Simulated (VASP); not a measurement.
B17HN18 (a cell with a defect), 36 atoms in the cell. The cell holds a defect, 36 atoms: a = 7.465 Å, b = 7.465 Å, c = 6.495 Å, α = 90.00°, β = 90.00°, γ = 120.00°. 

```yaml
Program: VASP 6.6.1
Task: single point
Functional: PBE
Potentials_or_basis: VASP PAW PBE potentials, release 64 (B, N, H)
Cutoff: 520 eV
k_mesh: 1 × 1 × 1, shifted
Occupations: fermi-dirac, width 0.01 eV
Spin: no spin polarisation
Dipole_correction: no
Further_INCAR_settings: LREAL = Auto; ALGO = Normal; EDIFF = 1e-06; NBANDS = 95; ISYM = -1
```

Potentials or basis: VASP PAW PBE potentials, release 64 (B, N, H).

Run with:

```sh
$ cat potpaw_PBE.64/B/POTCAR potpaw_PBE.64/N/POTCAR potpaw_PBE.64/H/POTCAR > POTCAR
$ mpirun -np 1 vasp_std > vasp.out
```

Hardware: 1 thread of Intel Xeon 8259CL, on a shared host.

Question: How long does it take, and how much memory?

Answer: Wall time 2.2 min on 1 thread of Intel Xeon 8259CL, on a shared host, peak memory 0.37 GiB. Counts: scf iterations 24, k points 1.
